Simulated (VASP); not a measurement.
# C (R-3m) in VASP: single point with PBEsol+D3(BJ)

Aim: the single point of C with PBEsol+D3(BJ).

Program: VASP 6.6.1. These are calculated values, not measurements. Logs are shortened: lines on timing, memory, paths and dates and some standing lists are left out, and cuts for length are marked.

## Step 1: The cell of the first run

Symmetry: R-3m, No. 166, trigonal system. Conventional cell: a = 3.243 Å, b = 3.243 Å, c = 15.870 Å, α = 90.00°, β = 90.00°, γ = 120.00°. C (site symmetry -3m) has 6 C at 3.24 Å within 4.3 Å.

## Step 2: Single point, PBEsol+D3(BJ)

Input file INCAR:

```
SYSTEM = C
PREC = Accurate ; ENCUT = 600
EDIFF = 1E-6 ; ISMEAR = 1
SIGMA = 0.15 ; LREAL = .False.
LASPH = .True. ; NELM = 120
ALGO = Normal ; ISIF = 2
LWAVE = .False. ; LCHARG = .False.
GGA = PS ; IVDW = 12
NBANDS = 8 ; GGA_COMPAT = .False.
```

Input file KPOINTS:

```
Automatic mesh
0
Gamma
  6 6 6
  0 0 0
```

Input file POSCAR:

```
C
1.0
    1.6213900000      0.9361100000      5.2900600000
   -1.6213900000      0.9361100000      5.2900600000
    0.0000000000     -1.8722200000      5.2900600000
C
1
Direct
    0.5000000000      0.5000000000      0.5000000000
```

Potentials or basis: VASP PAW PBE potentials, release 64 (C).

Started as:

```
$ cat potpaw_PBE.64/C/POTCAR > POTCAR
$ mpirun -np 1 vasp_std > vasp.out
```

OUTCAR:

```text
SYSTEM = C
   PREC = Accurate
   ENCUT = 600
   EDIFF = 1E-6
   ISMEAR = 1
   LREAL = .False.
   LASPH = .True.
   NELM = 120
   ISIF = 2
   GGA = PS
   IVDW = 12
 IVDW          = 12

 ion  position               nearest neighbor table
   1  0.500  0.500  0.500-

  LATTYP: Found a trigonal (rhomboedric) cell.
 ALAT       =     5.6115899946
 COS(alpha) =     0.8330320394

  Lattice vectors:

 A1 = (   1.6213900000,   0.9361100000,   5.2900600000)
 A2 = (  -1.6213900000,   0.9361100000,   5.2900600000)
 A3 = (   0.0000000000,  -1.8722200000,   5.2900600000)

Analysis of symmetry for initial positions (statically):
=====================================================================
 Subroutine PRICEL returns:
 Original cell was already a primitive cell.

 Routine SETGRP: Setting up the symmetry group for a
 trigonal (rhombohedral) supercell.

 Subroutine GETGRP returns: Found 12 space group operations
 (whereof 12 operations were pure point group operations)
 out of a pool of 12 trial point group operations.

The static configuration has the point symmetry D_3d.

Analysis of symmetry for dynamics (positions and initial velocities):
=====================================================================
 Subroutine PRICEL returns:
 Original cell was already a primitive cell.

 Routine SETGRP: Setting up the symmetry group for a
 trigonal (rhombohedral) supercell.

 Subroutine GETGRP returns: Found 12 space group operations
 (whereof 12 operations were pure point group operations)
 out of a pool of 12 trial point group operations.

The dynamic configuration has the point symmetry D_3d.

 Subroutine INISYM returns: Found 12 space group operations
 (whereof 12 operations are pure point group operations),
 and found     1 'primitive' translations

----------------------------------------------------------------------------------------

                                     Primitive cell

  volume of cell :      48.1755

  direct lattice vectors                    reciprocal lattice vectors
     1.621390000  0.936110000  5.290060000     0.308377380  0.178041754  0.063011258
    -1.621390000  0.936110000  5.290060000    -0.308377380  0.178041754  0.063011258
     0.000000000 -1.872220000  5.290060000     0.000000000 -0.356083509  0.063011258

  length of vectors
     5.611589995  5.611589995  5.611590018     0.361615671  0.361615671  0.361615658

  position of ions in fractional coordinates (direct lattice)
     0.500000000  0.500000000  0.500000000

  ion indices of the primitive-cell ions
   primitive index   ion index
                 1           1

----------------------------------------------------------------------------------------

 KPOINTS: Automatic mesh

Automatic generation of k-mesh.
 Grid dimensions read from file:
 generate k-points for:    6    6    6

 Generating k-lattice:

  Cartesian coordinates                     Fractional coordinates (reciprocal lattice)
     0.051396230  0.029673626  0.010501876     0.166666667 -0.000000000 -0.000000000
    -0.051396230  0.029673626  0.010501876    -0.000000000  0.166666667 -0.000000000
     0.000000000 -0.059347251  0.010501876    -0.000000000 -0.000000000  0.166666667

  Length of vectors
     0.060269278  0.060269278  0.060269276

  Shift w.r.t. Gamma in fractional coordinates (k-lattice)
     0.000000000  0.000000000  0.000000000

 Subroutine IBZKPT returns following result:
 ===========================================

 Found     32 irreducible k-points:

 Following reciprocal coordinates:
            Coordinates               Weight
  0.000000  0.000000  0.000000      1.000000
  0.166667 -0.000000 -0.000000      6.000000
  0.333333 -0.000000 -0.000000      6.000000
  0.500000  0.000000  0.000000      3.000000
  0.166667  0.166667  0.000000      6.000000
  0.333333  0.166667 -0.000000     12.000000
[... 16 lines left out ...]
  0.500000  0.500000  0.166667      6.000000
 -0.333333  0.500000  0.166667     12.000000
 [... further k-points ...]
   k-points           NKPTS =     32   k-points in BZ     NKDIM =     32   number of bands    NBANDS=      8
   number of dos      NEDOS =    301   number of ions     NIONS =      1
   total plane-waves  NPLWV = 110592
   dimension x,y,z NGX =    48 NGY =   48 NGZ =   48
   dimension x,y,z NGXF=    96 NGYF=   96 NGZF=   96
   ions per type =               1
   NGX,Y,Z   is equivalent  to a cutoff of  14.22, 14.22, 14.22 a.u.
   NGXF,Y,Z  is equivalent  to a cutoff of  28.44, 28.44, 28.44 a.u.
 SYSTEM =  C
   PREC   = accura    normal or accurate (medium, high low for compatibility)
   ISTART =      0    job   : 0-new  1-cont  2-samecut
   ICHARG =      2    charge: 1-file 2-atom 10-const
   ISPIN  =      1    spin polarized calculation?
   LNONCOLLINEAR =      F non collinear calculations
   LSORBIT =      F    spin-orbit coupling
   LASPH  =      T    aspherical Exc in radial PAW
   ENCUT  =  600.0 eV  44.10 Ry    6.64 a.u.  11.21 11.21 11.21*2*pi/ulx,y,z
   NELM   =    120;   NELMIN=  2; NELMDL= -5     # of ELM steps
   EDIFF  = 0.1E-05   stopping-criterion for ELM
   LREAL  =      F    real-space projection
   EDIFFG = 0.1E-04   stopping-criterion for IOM
   NSW    =      0    number of steps for IOM
   IBRION =     -1    ionic relax: 0-MD 1-quasi-New 2-CG
   NFREE  =      0    steps in history (QN), initial steepest desc. (CG)
   ISIF   =      2    stress and relaxation
   ISYM   =      2    0-nonsym 1-usesym 2-fastsym
   POTIM  = 0.5000    time-step for ionic-motion
   TEBEG  =    0.0;   TEEND  =   0.0 temperature during run
   PSTRESS=    0.0 pullay stress
   NELECT =       4.0000    total number of electrons
   NUPDOWN=      -1.0000    fix difference up-down
   EMIN   =  10.00;   EMAX   =-10.00  energy-range for DOS
   EFERMI =   0.00;   METHOD = LEGACY
   ISMEAR =     1;   SIGMA  =   0.15  broadening in eV -4-tet -1-fermi 0-gaus
   EFERMI_NEDOS =   21; number of points for ismear=-14 and -15
   IALGO  =     38    algorithm
   IMIX   =      4    mixing-type and parameters
     AMIX     =   0.40;   BMIX     =  1.00
     AMIX_MAG =   1.60;   BMIX_MAG =  1.00
  volume/ion in A,a.u.               =      48.18       325.10
  Fermi-wavevector in a.u.,A,eV,Ry     =   0.714199  1.349641  6.940068  0.510081
  Thomas-Fermi vector in A             =   1.802037
   LORBIT       =      0    0 simple, 1 ext, 2 COOP (PROOUT), +10 PAW based schemes
   GGA     = PS    functional components
   LHFCALC =     F    Hartree Fock is set to
   AEXX    =    0.0000 exact exchange contribution
   IVDW    =    12    specifies the selected vdW correction
   LEPSILON=     F    determine dielectric tensor
   LRPA    =     F    only Hartree local field effects (RPA)
 non-spin polarized calculation
 Methfessel and Paxton  Order N= 1 SIGMA  =   0.15
  energy-cutoff  :      600.00
  volume of cell :       48.18
 maximum number of plane-waves:      1626
 NGX is ok and might be reduce to    48
   NGX = 23   NGY = 23   NGZ = 23

 number of electron       4.0000000 magnetization

 Free energy of the ion-electron system (eV)
  ---------------------------------------------------
  ext. energy  EPLUGINS =         0.00000000
  ---------------------------------------------------
  free energy    TOTEN  =        -1.71987904 eV

  energy without entropy =       -1.71342514  energy(sigma->0) =       -1.71772774

 E-fermi :  -3.8452     XC(G=0):  -4.9686

 val. band max:       -3.8606995432   @ k =   0.5000   0.3333   0.1667
 cond. band min:      -3.8232366675   @ k =   0.3333   0.1667  -0.0000
 fundamental gap:      0.0374628756
 Fermi energy:        -3.8452390029

 k-point     1 :       0.0000    0.0000    0.0000
  band No.  band energies     occupation
      1     -12.9060      2.00000
      2      -4.2541      2.00080
      3      -2.0222     -0.00000
      4      -2.0222     -0.00000
      5       1.5064      0.00000
      6       7.3072      0.00000
      7       7.6921      0.00000
      8      14.1668      0.00000

 k-point     2 :       0.1667   -0.0000   -0.0000
  band No.  band energies     occupation
      1     -12.6618      2.00000
      2      -4.0624      2.05981
      3      -2.8511     -0.00000
      4      -2.1825     -0.00000
      5       2.1083      0.00000
      6       7.1761      0.00000
      7       8.5240      0.00000
      8      11.4025      0.00000

 k-point     3 :       0.3333   -0.0000   -0.0000
  band No.  band energies     occupation
      1     -12.0870      2.00000
      2      -4.3444      2.00003
      3      -3.6343     -0.06308
      4      -2.4820     -0.00000
      5       3.6476      0.00000
      6       7.0079      0.00000
      7       8.5491      0.00000
      8       9.7903      0.00000

 k-point     4 :       0.5000    0.0000    0.0000
  band No.  band energies     occupation
      1     -11.7343      2.00000
      2      -5.0841      2.00000
      3      -3.3930     -0.00017
      4      -2.6226     -0.00000
      5       5.3637      0.00000
      6       6.3260      0.00000
      7       7.2984      0.00000
      8       9.3724      0.00000

 k-point     5 :       0.1667    0.1667    0.0000
  band No.  band energies     occupation
      1     -12.6607      2.00000
      2      -4.0827      2.04769
      3      -2.8488     -0.00000
      4      -2.1833     -0.00000
      5       2.1807      0.00000
      6       6.9935      0.00000
      7       8.7111      0.00000
      8      11.4986      0.00000
[... 177 lines left out ...]
 k-point    22 :      -0.1667    0.3333    0.1667
  band No.  band energies     occupation
      1     -11.7479      2.00000
      2      -4.7067      2.00000
      3      -3.4037     -0.00025
      4      -3.1522     -0.00000
      5       5.0370      0.00000
      6       6.7101      0.00000
      7       8.6329      0.00000
      8       8.9573      0.00000

 k-point    23 :       0.5000    0.5000    0.1667
  band No.  band energies     occupation
      1     -12.0800      2.00000
      2      -4.3321      2.00004
      3      -3.7323      0.04613
      4      -2.4849     -0.00000
      5       3.8884      0.00000
      6       6.9852      0.00000
      7       8.5978      0.00000
      8      10.0169      0.00000

 k-point    24 :      -0.3333    0.5000    0.1667
  band No.  band energies     occupation
      1     -11.7442      2.00000
      2      -4.6999      2.00000
      3      -3.4510     -0.00128
      4      -3.1546     -0.00000
      5       4.8443      0.00000
      6       7.6597      0.00000
      7       7.9870      0.00000
      8       9.3779      0.00000

 [... further k-points ...]

------------------------ aborting loop because EDIFF is reached ----------------------------------------

 Edisp (eV)   -0.03587

 E8    (eV) :    -0.0169

  FORCE on cell =-STRESS in cart. coord.  units (eV):
  Direction    XX          YY          ZZ          XY          YZ          ZX
  --------------------------------------------------------------------------------------
  -------------------------------------------------------------------------------------
  Total      -3.17212    -3.17212    -0.08611     0.00000    -0.00000    -0.00000
  in kB    -105.49556  -105.49557    -2.86383     0.00000    -0.00000    -0.00000
  external pressure =      -71.28 kB  Pullay stress =        0.00 kB

 VOLUME and BASIS-vectors are now :
 -----------------------------------------------------------------------------
  energy-cutoff  :      600.00
  volume of cell :       48.18
      direct lattice vectors                 reciprocal lattice vectors
     1.621390000  0.936110000  5.290060000     0.308377380  0.178041754  0.063011258
    -1.621390000  0.936110000  5.290060000    -0.308377380  0.178041754  0.063011258
     0.000000000 -1.872220000  5.290060000     0.000000000 -0.356083509  0.063011258

 POSITION                                       TOTAL-FORCE (eV/Angst)
 -----------------------------------------------------------------------------------
      0.00000      0.00000      7.93509        -0.000000     -0.000000      0.000000
 -----------------------------------------------------------------------------------
    total drift:                                0.000000      0.000000     -0.000000

  FREE ENERGIE OF THE ION-ELECTRON SYSTEM (eV)
  ---------------------------------------------------
  free  energy   TOTEN  =        -1.7557513185 eV

  energy  without entropy=       -1.7492974192  energy(sigma->0) =       -1.75360002
```

Wall time 46 s (1 thread of Intel Xeon 8259CL, shared host); peak memory 0.3 GiB.

Results:

* Free energy: -1.7558 eV
* Pressure: -7.1 GPa
* Band gap on the k mesh: zero (band 2 reaches -3.82 eV, above the bottom of band 3 at -4.23 eV)
* Dispersion energy per atom: -0.036 eV

Levels at points of the mesh, in eV from the Fermi level:
| k point | band 1 | band 2 | band 3 | band 4 | band 5 |
| --- | --- | --- | --- | --- | --- |
| (0.00, 0.00, 0.00) | -9.06 | -0.41 | 1.82 | 1.82 | 5.35 |
| (0.50, 0.00, 0.00) | -7.89 | -1.24 | 0.45 | 1.22 | 9.21 |
| (0.50, 0.50, 0.00) | -7.89 | -1.23 | 0.41 | 1.22 | 8.80 |
| (0.50, 0.50, 0.50) | -9.05 | -0.66 | 1.82 | 1.82 | 6.64 |

Caveat: the k points lie up to 0.38 Å⁻¹ apart; the PAW data sets were made with another functional, which shifts forces and pressure a little; pairwise dispersion overbinds metals, which lowers pressure and volume.
